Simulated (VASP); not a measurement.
Here is a VASP 6.6.1 calculation.

INCAR

```
PREC = Accurate ; ENCUT = 520
EDIFF = 1E-7 ; ISMEAR = 0
SIGMA = 0.15 ; LREAL = False
LASPH = True ; NELM = 80
ALGO = Fast ; ISIF = 2
LWAVE = False ; LCHARG = False
GGA = PS ; NBANDS = 12
```

KPOINTS

```
regular mesh
0
Gamma
  30 30 30
```

Contents of POSCAR:

```
Cu
1.0
   -1.3294843841      1.3294843841      1.4144075014
    1.3294843841     -1.3294843841      1.4144075014
    1.3294843841      1.3294843841     -1.4144075014
Cu
1
Direct
    0.0000000000      0.0000000000      0.0000000000
```

Potentials or basis: VASP PAW PBE potentials, release 64 (Cu).

The run is started by

```console
$ cat potpaw_PBE.64/Cu/POTCAR > POTCAR
$ mpirun -np 1 vasp_std > vasp.out
```

Problem. Predict the pressure.

Solution. 29.7 GPa.

Problem. Estimate the band gap on the k mesh.

Solution. Zero (an odd number of electrons rules out a gap without spin polarisation).

Stress tensor (GPa, compression positive):
```
29.29  0.00  0.00
 0.00 29.29  0.00
 0.00  0.00 30.52
```

Caveat: the cell differs from its parent crystal (strain -0.080 along x and y, +0.040 along z); the cell stands under pressure; the PAW data sets were made with another functional, which shifts forces and pressure a little.
